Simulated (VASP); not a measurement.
Runs of VASP 6.6.1 on TlRh4. The structure is that of space group Pm-3m (No. 221), or close to it. The cells are those of the table. The cell was built from a structure type or drawn by symmetry, and may not be a known phase.

```csv
task,spin,cell,cutoff (eV),gap on the mesh (eV),pressure (GPa)
single point,"collinear, ferromagnetic start","a = 4.878 Å, 5 atoms",520,none,1.4
single point,off,"a = 4.878 Å, 5 atoms",520,none,0.2
single point,off,"a = 4.432 Å, 5 atoms",520,none,(a)
relaxation of cell and atoms,off,"relaxed from a = 4.432 Å, 5 atoms",600,none,0.1
```

Alike in all rows: level PBE; potentials or basis VASP PAW PBE potentials, release 64 (Tl_d, Rh_pv); k mesh 4 × 4 × 4; smearing gaussian 0.1 eV.

Question: Fill in the values left out.

Answer: (a) 51.0.

Caveats: spin-orbit coupling is left out, which moves the levels of the heavy elements; the cell stands under pressure (at least some runs).

A k mesh can miss the band edges, and the runs leave out spin-orbit coupling on Rh, Tl.

A gap of «none» marks levels without a gap at the run's occupations.
